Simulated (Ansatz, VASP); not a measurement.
One calculation of LiF, two programs

```xyz
4
Lattice="3.0141 0.0000 0.0000 -1.5070 2.6103 0.0000 0.0000 0.0000 4.7086" Properties=species:S:1:pos:R:3 pbc="T T T"
Li    0.0000    1.7402    1.6758
Li    1.5070    0.8701    4.0301
F     0.0000    1.7402    4.6663
F     1.5070    0.8701    2.3120
```

Alike in both runs: task single point; functional LDA; k mesh 9 × 9 × 6; occupations gaussian, width 0.05 eV; no spin polarisation.

```csv
,VASP,Ansatz
version,VASP 6.6.1,Ansatz 0.2.0
potentials or method,"VASP PAW LDA potentials, release 64 (Li_sv, F), cutoff 520 eV","scalar-relativistic, plane waves, PAW"
valence electrons in the cell,20,20
```

```tsv
	VASP	Ansatz	Ansatz less VASP
gap on the k mesh at the Fermi level (eV)	7.96	7.98	+0.015
least direct gap on the mesh (eV)	7.96	7.98	+0.015
rms of the force components (eV/Å)	0.341	0.337	-0.0049
```

LDA's correlation is that of Perdew and Zunger in VASP and of Perdew and Wang (1992) in Ansatz. Atom by atom the forces differ by 0.005 eV/Å (rms over components).

Noted on VASP's run: the cutoff is short for stress, so the pressure is rough.
